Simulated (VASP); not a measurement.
# BaTiO3 (P1) in VASP: notebook

BaTiO3 is run at these levels: PBEsol; tasks: single point.

Program: VASP 6.6.1. These are calculated values, not measurements. Logs are shortened: lines on timing, memory, paths and dates and some standing lists are left out, and cuts for length are marked.

## (1) The cell of the first run

The typed cell holds 20 atoms: a = 3.994 Å, b = 7.988 Å, c = 7.988 Å, α = 90.00°, β = 90.00°, γ = 90.00°.

## (2) Single point, PBEsol

Input file INCAR:

```
PREC     = Accurate       # precision mode
ENCUT    = 520            # plane-wave cutoff, eV
EDIFF    = 1E-7           # SCF threshold, eV
ISMEAR   = -1             # smearing method
SIGMA    = 0.02           # smearing width, eV
LREAL    = Auto         
LASPH    = T              # aspherical terms in the spheres
NELM     = 60             # most SCF steps
ALGO     = Normal         # electronic algorithm
ISIF     = 2              # what is computed and relaxed
LWAVE    = F              # write WAVECAR
LCHARG   = F              # write CHGCAR
GGA      = PS             # functional
NBANDS   = 96             # bands
```

Input file KPOINTS:

```
Automatic mesh
0
Gamma
  4 2 2
```

Input file POSCAR:

```
BaTiO3
1.0
    3.9940959633      0.0000000000      0.0000000000
    0.0000000000      7.9881919266      0.0000000000
    0.0000000000      0.0000000000      7.9881919266
Ba Ti O
4 4 12
Direct
    0.4955506874      0.2444986322      0.2547244757
    0.5120981115      0.2488118736      0.7503820708
    0.5032182548      0.7470207345      0.2460641930
    0.5122117793      0.7574859312      0.7439453201
    0.0095345731      0.0116582076      0.0028737417
    0.0009907123      0.0025242258      0.5043374066
    0.0008237158      0.5135985762      0.0103318749
    0.0020227356      0.4969250910      0.5146608942
    0.4723764820     -0.0106997930     -0.0032434123
   -0.0021116168      0.2365826982     -0.0022918828
   -0.0242818402      0.0006609756      0.2484040216
    0.4519728661      0.0062835245      0.4988591957
   -0.0195716379      0.2487854596      0.4946403437
   -0.0449430864     -0.0038387911      0.7444533199
    0.4938499270      0.4989444466     -0.0017030137
    0.0007140540      0.7364836817     -0.0020436414
   -0.0087912259      0.4918698795      0.2398753082
    0.4772937399      0.4975690415      0.4927986253
   -0.0170449084      0.7493808430      0.4936262218
   -0.0175644253      0.4927953705      0.7421963636
```

Potentials or basis: VASP PAW PBE potentials, release 64 (Ba_sv, Ti_sv, O).

Run with:

```console
$ cat potpaw_PBE.64/Ba_sv/POTCAR potpaw_PBE.64/Ti_sv/POTCAR potpaw_PBE.64/O/POTCAR > POTCAR
$ mpirun -np 1 vasp_std > vasp.out
```

OUTCAR:

```text
PREC = Accurate
   ENCUT = 520
   EDIFF = 1E-7
   ISMEAR = -1
   LREAL = Auto
   LASPH = T
   NELM = 60
   ISIF = 2
   GGA = PS

 ion  position               nearest neighbor table
   1  0.496  0.244  0.255-  13 2.72  12 2.73  11 2.73  18 2.78  17 2.80  13 2.81  17 2.82  11 2.85
                            10 2.86  10 2.87  15 2.89   9 2.90   5 3.36   6 3.41   5 3.42   6 3.43
   2  0.512  0.249  0.750-  14 2.68  20 2.71  13 2.77  10 2.77  12 2.80  15 2.81  10 2.85   9 2.86
                            18 2.86  20 2.88  13 2.95  14 3.00   8 3.36   6 3.40   5 3.41   8 3.41
   3  0.503  0.747  0.246-  19 2.75  11 2.77   9 2.78  15 2.80  18 2.80  16 2.81  17 2.82  16 2.82
                            19 2.87  17 2.89  12 2.90  11 2.92   7 3.31   7 3.32   5 3.48   5 3.51
   4  0.512  0.757  0.744-  14 2.60   9 2.74  19 2.75  12 2.80  16 2.82  20 2.83  16 2.88  18 2.89
                            15 2.90  19 2.91  14 2.93  20 2.99   6 3.36   8 3.39   6 3.42   8 3.44
   5  0.010  0.012  0.003-  10 1.80   9 1.86  11 1.97  14 2.08   9 2.15  16 2.20   1 3.36   2 3.41
                             2 3.42   1 3.42   3 3.48   3 3.51   4 3.51   4 3.53
   6  0.001  0.003  0.504-  12 1.80  14 1.93  13 1.97  19 2.03  11 2.05  12 2.19   4 3.36   2 3.40
                             1 3.41   4 3.42   1 3.43   2 3.45   3 3.52   3 3.53
   7  0.001  0.514  0.010-  16 1.78  17 1.84  15 1.98  15 2.03  20 2.15  10 2.22   3 3.31   3 3.32
                             4 3.48   1 3.51   4 3.53   1 3.54   2 3.55   2 3.60
   8  0.002  0.497  0.515-  20 1.82  18 1.91  13 1.99  19 2.03  18 2.10  17 2.20   2 3.36   4 3.39
                             2 3.41   4 3.44   1 3.50   1 3.53   3 3.54   3 3.55
   9  0.472  0.989  0.997-   5 1.86   5 2.15   4 2.74   3 2.78   2 2.86   1 2.90
  10  0.998  0.237  0.998-   5 1.80   7 2.22   2 2.77   2 2.85   1 2.86   1 2.87
  11  0.976  0.001  0.248-   5 1.97   6 2.05   1 2.73   3 2.77   1 2.85   3 2.92
  12  0.452  0.006  0.499-   6 1.80   6 2.19   1 2.73   4 2.80   2 2.80   3 2.90
  13  0.980  0.249  0.495-   6 1.97   8 1.99   1 2.72   2 2.77   1 2.81   2 2.95
  14  0.955  0.996  0.744-   6 1.93   5 2.08   4 2.60   2 2.68   4 2.93   2 3.00
  15  0.494  0.499  0.998-   7 1.98   7 2.03   3 2.80   2 2.81   1 2.89   4 2.90
  16  0.001  0.736  0.998-   7 1.78   5 2.20   3 2.81   4 2.82   3 2.82   4 2.88
  17  0.991  0.492  0.240-   7 1.84   8 2.20   1 2.80   3 2.82   1 2.82   3 2.89
  18  0.477  0.498  0.493-   8 1.91   8 2.10   1 2.78   3 2.80   2 2.86   4 2.89
  19  0.983  0.749  0.494-   8 2.03   6 2.03   4 2.75   3 2.75   3 2.87   4 2.91
  20  0.982  0.493  0.742-   8 1.82   7 2.15   2 2.71   4 2.83   2 2.88   4 2.99

  LATTYP: Found a simple tetragonal cell.
 ALAT       =     7.9881919266
 C/A-ratio  =     0.5000000000

  Lattice vectors:

 A1 = (   0.0000000000,   7.9881919266,   0.0000000000)
 A2 = (   0.0000000000,   0.0000000000,   7.9881919266)
 A3 = (   3.9940959633,   0.0000000000,   0.0000000000)

Analysis of symmetry for initial positions (statically):
=====================================================================
 Subroutine PRICEL returns:
 Original cell was already a primitive cell.

 Routine SETGRP: Setting up the symmetry group for a
 simple tetragonal supercell.

 Subroutine GETGRP returns: Found  1 space group operations
 (whereof  1 operations were pure point group operations)
 out of a pool of 16 trial point group operations.

The static configuration has the point symmetry C_1 .

Analysis of symmetry for dynamics (positions and initial velocities):
=====================================================================
 Subroutine PRICEL returns:
 Original cell was already a primitive cell.

 Routine SETGRP: Setting up the symmetry group for a
 simple tetragonal supercell.

 Subroutine GETGRP returns: Found  1 space group operations
 (whereof  1 operations were pure point group operations)
 out of a pool of 16 trial point group operations.

The dynamic configuration has the point symmetry C_1 .

 Subroutine INISYM returns: Found  1 space group operations
 (whereof  1 operations are pure point group operations),
 and found     1 'primitive' translations

----------------------------------------------------------------------------------------

                                     Primitive cell

  volume of cell :     254.8681

  direct lattice vectors                    reciprocal lattice vectors
     3.994095963  0.000000000  0.000000000     0.250369548  0.000000000  0.000000000
     0.000000000  7.988191927  0.000000000     0.000000000  0.125184774  0.000000000
     0.000000000  0.000000000  7.988191927     0.000000000  0.000000000  0.125184774

  length of vectors
     3.994095963  7.988191927  7.988191927     0.250369548  0.125184774  0.125184774

  position of ions in fractional coordinates (direct lattice)
     0.495550687  0.244498632  0.254724476
     0.512098112  0.248811874  0.750382071
     0.503218255  0.747020734  0.246064193
     0.512211779  0.757485931  0.743945320
     0.009534573  0.011658208  0.002873742
     0.000990712  0.002524226  0.504337407
[... 12 lines left out ...]
     0.982955092  0.749380843  0.493626222
     0.982435575  0.492795370  0.742196364

  ion indices of the primitive-cell ions
   primitive index   ion index
                 1           1
                 2           2
                 3           3
                 4           4
                 5           5
                 6           6
[... 12 lines left out ...]
                19          19
                20          20

----------------------------------------------------------------------------------------

 KPOINTS: Automatic mesh

Automatic generation of k-mesh.
 Grid dimensions read from file:
 generate k-points for:    4    2    2

 Generating k-lattice:

  Cartesian coordinates                     Fractional coordinates (reciprocal lattice)
     0.062592387  0.000000000  0.000000000     0.250000000  0.000000000  0.000000000
     0.000000000  0.062592387  0.000000000     0.000000000  0.500000000  0.000000000
     0.000000000  0.000000000  0.062592387     0.000000000  0.000000000  0.500000000

  Length of vectors
     0.062592387  0.062592387  0.062592387

  Shift w.r.t. Gamma in fractional coordinates (k-lattice)
     0.000000000  0.000000000  0.000000000

 Subroutine IBZKPT returns following result:
 ===========================================

 Found     12 irreducible k-points:

 Following reciprocal coordinates:
            Coordinates               Weight
  0.000000  0.000000  0.000000      1.000000
  0.250000  0.000000  0.000000      2.000000
  0.500000  0.000000  0.000000      1.000000
  0.000000  0.500000  0.000000      1.000000
  0.000000  0.000000  0.500000      1.000000
  0.250000  0.500000  0.000000      2.000000
  0.250000  0.000000  0.500000      2.000000
  0.500000  0.500000  0.000000      1.000000
  0.500000  0.000000  0.500000      1.000000
  0.000000  0.500000  0.500000      1.000000
  0.250000  0.500000  0.500000      2.000000
  0.500000  0.500000  0.500000      1.000000
   k-points           NKPTS =     12   k-points in BZ     NKDIM =     12   number of bands    NBANDS=     96
   number of dos      NEDOS =    301   number of ions     NIONS =     20
   total plane-waves  NPLWV = 108000
   dimension x,y,z NGX =    30 NGY =   60 NGZ =   60
   dimension x,y,z NGXF=    60 NGYF=  120 NGZF=  120
   ions per type =               4   4  12
   NGX,Y,Z   is equivalent  to a cutoff of  12.49, 12.49, 12.49 a.u.
   NGXF,Y,Z  is equivalent  to a cutoff of  24.97, 24.97, 24.97 a.u.
 SYSTEM =  unknown system
   PREC   = accura    normal or accurate (medium, high low for compatibility)
   ISTART =      0    job   : 0-new  1-cont  2-samecut
   ICHARG =      2    charge: 1-file 2-atom 10-const
   ISPIN  =      1    spin polarized calculation?
   LNONCOLLINEAR =      F non collinear calculations
   LSORBIT =      F    spin-orbit coupling
   LASPH  =      T    aspherical Exc in radial PAW
   ENCUT  =  520.0 eV  38.22 Ry    6.18 a.u.   7.43 14.85 14.85*2*pi/ulx,y,z
   NELM   =     60;   NELMIN=  2; NELMDL= -5     # of ELM steps
   EDIFF  = 0.1E-06   stopping-criterion for ELM
   LREAL  =      T    real-space projection
   EDIFFG = 0.1E-05   stopping-criterion for IOM
   NSW    =      0    number of steps for IOM
   IBRION =     -1    ionic relax: 0-MD 1-quasi-New 2-CG
   NFREE  =      0    steps in history (QN), initial steepest desc. (CG)
   ISIF   =      2    stress and relaxation
   ISYM   =      2    0-nonsym 1-usesym 2-fastsym
   POTIM  = 0.5000    time-step for ionic-motion
   TEBEG  =    0.0;   TEEND  =   0.0 temperature during run
   PSTRESS=    0.0 pullay stress
   NELECT =     160.0000    total number of electrons
   NUPDOWN=      -1.0000    fix difference up-down
   EMIN   =  10.00;   EMAX   =-10.00  energy-range for DOS
   EFERMI =   0.00;   METHOD = LEGACY
   ISMEAR =    -1;   SIGMA  =   0.02  broadening in eV -4-tet -1-fermi 0-gaus
   EFERMI_NEDOS =   21; number of points for ismear=-14 and -15
   IALGO  =     38    algorithm
   IMIX   =      4    mixing-type and parameters
     AMIX     =   0.40;   BMIX     =  1.00
     AMIX_MAG =   1.60;   BMIX_MAG =  1.00
  volume/ion in A,a.u.               =      12.74        86.00
  Fermi-wavevector in a.u.,A,eV,Ry     =   1.401769  2.648959 26.734839  1.964955
  Thomas-Fermi vector in A             =   2.524597
   LORBIT       =      0    0 simple, 1 ext, 2 COOP (PROOUT), +10 PAW based schemes
   GGA     = PS    functional components
   LHFCALC =     F    Hartree Fock is set to
   AEXX    =    0.0000 exact exchange contribution
   IVDW    =     0    specifies the selected vdW correction
   LEPSILON=     F    determine dielectric tensor
   LRPA    =     F    only Hartree local field effects (RPA)
 non-spin polarized calculation
  energy-cutoff  :      520.00
  volume of cell :      254.87
 maximum number of plane-waves:      6940
 NGX is ok and might be reduce to    30
   NGX = 15   NGY = 29   NGZ = 29

 number of electron     159.9999998 magnetization

 Free energy of the ion-electron system (eV)
  ---------------------------------------------------
  ext. energy  EPLUGINS =         0.00000000
  ---------------------------------------------------
  free energy    TOTEN  =      -167.65931482 eV

  energy without entropy =     -167.65931482  energy(sigma->0) =     -167.65931482

 E-fermi :   4.3186     XC(G=0): -11.5289

 val. band max:        3.7793301330   @ k =   0.5000   0.0000   0.0000
 cond. band min:       5.8683805402   @ k =   0.0000   0.0000   0.0000
 fundamental gap:      2.0890504072
 Fermi energy:         4.3185534506

 k-point     1 :       0.0000    0.0000    0.0000
  band No.  band energies     occupation
      1     -52.3988      2.00000
      2     -52.3975      2.00000
      3     -52.3378      2.00000
      4     -52.1095      2.00000
      5     -28.8450      2.00000
      6     -28.8373      2.00000
[... 84 lines left out ...]
     91       7.7733      0.00000
     92       8.0018      0.00000

 k-point     2 :       0.2500    0.0000    0.0000
  band No.  band energies     occupation
      1     -52.3982      2.00000
      2     -52.3970      2.00000
      3     -52.3372      2.00000
      4     -52.1090      2.00000
      5     -28.8734      2.00000
      6     -28.8360      2.00000
[... 1034 lines left out ...]
     91       7.8462      0.00000
     92       8.0189      0.00000
 [bands above 92 left out]

------------------------ aborting loop because EDIFF is reached ----------------------------------------

  FORCE on cell =-STRESS in cart. coord.  units (eV):
  Direction    XX          YY          ZZ          XY          YZ          ZX
  --------------------------------------------------------------------------------------
  -------------------------------------------------------------------------------------
  Total        4.0368079      5.6218002      3.1088828      0.2768153      0.1925079      0.2726269
  in kB       25.3765859     35.3403231     19.5433703      1.7401441      1.2101625      1.7138145
  external PRESSURE =      26.7534264 kB  Pullay stress =       0.0000000 kB

 VOLUME and BASIS-vectors are now :
 -----------------------------------------------------------------------------
  energy-cutoff  :      520.00
  volume of cell :      254.87
      direct lattice vectors                 reciprocal lattice vectors
     3.994095963  0.000000000  0.000000000     0.250369548  0.000000000  0.000000000
     0.000000000  7.988191927  0.000000000     0.000000000  0.125184774  0.000000000
     0.000000000  0.000000000  7.988191927     0.000000000  0.000000000  0.125184774

 POSITION                                       TOTAL-FORCE (eV/Angst)
 -----------------------------------------------------------------------------------
      1.97928      1.95310      2.03479        -0.102561      0.568256     -0.295158
      2.04537      1.98756      5.99420        -0.518891      0.289311      0.262843
      2.00990      5.96735      1.96561        -0.241791      0.063236      0.433917
      2.04582      6.05094      5.94278        -0.599152     -0.611329      0.306655
      0.03808      0.09313      0.02296        -0.078615     -0.521126      0.431480
      0.00396      0.02016      4.02874        -0.008736     -0.306559     -0.484790
[... 12 lines left out ...]
      3.92602      5.98620      3.94318        -0.100507     -0.131754      0.223860
      3.92394      3.93654      5.92881         0.142636      0.118359      0.186696
 -----------------------------------------------------------------------------------
    total drift:                                0.023990     -0.001878     -0.003224

  FREE ENERGIE OF THE ION-ELECTRON SYSTEM (eV)
  ---------------------------------------------------
  free  energy   TOTEN  =      -167.6593148179 eV

  energy  without entropy=     -167.6593148179  energy(sigma->0) =     -167.65931482
```

It took 15 min on 1 thread of Oxide Virtual Turin-like, shared host; peak memory 0.39 GiB.

Results:

```yaml
Free_energy: -167.6593 eV
Pressure: 2.7 GPa
Largest_force: 1.227 eV/Å
Band_gap_on_the_k_mesh: 2.09 eV
```

Forces in eV/Å, atoms in the order of the input:
```
Ba  -0.103  0.568 -0.295
Ba  -0.519  0.289  0.263
Ba  -0.242  0.063  0.434
Ba  -0.599 -0.611  0.307
Ti  -0.079 -0.521  0.431
Ti  -0.009 -0.307 -0.485
Ti   0.134 -1.116  0.091
Ti   0.315  0.334 -1.050
O    0.280  0.145 -0.055
O   -0.165  0.403 -0.251
O   -0.041 -0.239 -0.390
O    0.862 -0.248  0.096
O   -0.132  0.048  0.290
O    0.585  0.113  0.158
O   -0.039 -0.239 -0.296
O   -0.244  1.185 -0.201
O   -0.070  0.139  0.238
O    0.022  0.006  0.303
O   -0.101 -0.132  0.224
O    0.143  0.118  0.187
```

Stress tensor (GPa, compression positive):
```
2.54 0.17 0.17
0.17 3.53 0.12
0.17 0.12 1.95
```

Levels at points of the mesh, in eV from the valence-band top:
```csv
k point,band 77,band 78,band 79,band 80,band 81,band 82,band 83,band 84
"(0.00, 0.00, 0.00)",-0.55,-0.48,-0.45,-0.21,2.09,2.22,2.37,2.51
"(0.50, 0.00, 0.00)",-0.17,-0.12,-0.10,0.00,2.42,3.68,3.75,3.76
"(0.00, 0.50, 0.00)",-0.71,-0.66,-0.59,-0.53,2.35,2.47,2.79,2.87
"(0.00, 0.00, 0.50)",-0.71,-0.66,-0.60,-0.49,2.10,2.54,2.82,2.91
"(0.50, 0.50, 0.00)",-0.54,-0.49,-0.24,-0.01,2.96,3.18,3.76,3.77
"(0.50, 0.00, 0.50)",-0.51,-0.38,-0.13,-0.13,2.97,3.20,3.69,3.77
"(0.00, 0.50, 0.50)",-0.67,-0.59,-0.56,-0.48,2.69,2.84,2.89,2.96
"(0.50, 0.50, 0.50)",-0.64,-0.58,-0.55,-0.37,3.35,3.44,3.51,3.80
```

Caveat: the PAW data sets were made with another functional, which shifts forces and pressure a little; spin-orbit coupling is left out, which moves the levels of the heavy elements.

(Continued in part 2 of 2.)
